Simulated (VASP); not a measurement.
Write the native input for VASP 6.6.1 that does the following.

```yaml
Task: single point
Functional: PBE
Potentials_or_basis: VASP PAW PBE potentials, release 64 (Ga_d, As)
Cutoff: 520 eV
k_mesh: 8 × 6 × 4
Occupations: gaussian, width 0.1 eV
Spin: no spin polarisation
Dipole_correction: no
Further_INCAR_settings: ALGO = Fast; EDIFF = 1e-06; NBANDS = 58
```

The structure of Ga7As lies in POSCAR:

```
Ga7As
1.0
    4.4289360933      0.0000000000     -0.0000619121
    0.0000000000      5.0487167700      0.0000000000
   -0.0525780217      0.0000000000      7.4398397088
Ga As
7 1
Direct
    0.0870821623      0.0000000000      0.8347335119
    0.4004946582      0.0000000000      0.3467276205
    0.5849086442      0.0000000000      0.6671051172
    0.8704637151      0.5000000000      0.6554507130
    0.1441290736      0.5000000000      0.3516087633
    0.3748255190      0.5000000000      0.8377842915
    0.6343119613      0.5000000000      0.1473343299
    0.9037842665      0.0000000000      0.1592556525
```

One way to write it, as run:

INCAR

```
  ALGO = Fast
  EDIFF = 1E-6
  ENCUT = 520
  GGA = PE
  ISIF = 2
  ISMEAR = 0
  LASPH = T
  LCHARG = F
  LREAL = F
  LWAVE = F
  NBANDS = 58
  NELM = 100
  PREC = Accurate
  SIGMA = 0.1
```

KPOINTS

```
k-points
0
Gamma
  8 6 4
```

Potentials or basis: VASP PAW PBE potentials, release 64 (Ga_d, As).

Launch:

```sh
$ cat potpaw_PBE.64/Ga_d/POTCAR potpaw_PBE.64/As/POTCAR > POTCAR
$ mpirun -np 1 vasp_std > vasp.out
```

It gave:

| Quantity | Value |
| --- | --- |
| Pressure | 0.2 GPa |
| Largest force | 0.010 eV/Å |
| Band gap on the k mesh | zero (bands 48 and 49 overlap by 3.39 eV) |

Run time: 13 min on 1 thread of Intel(R) Xeon(R) Platinum 8488C (Sapphire Rapids), on a shared host, peak memory 0.61 GiB.
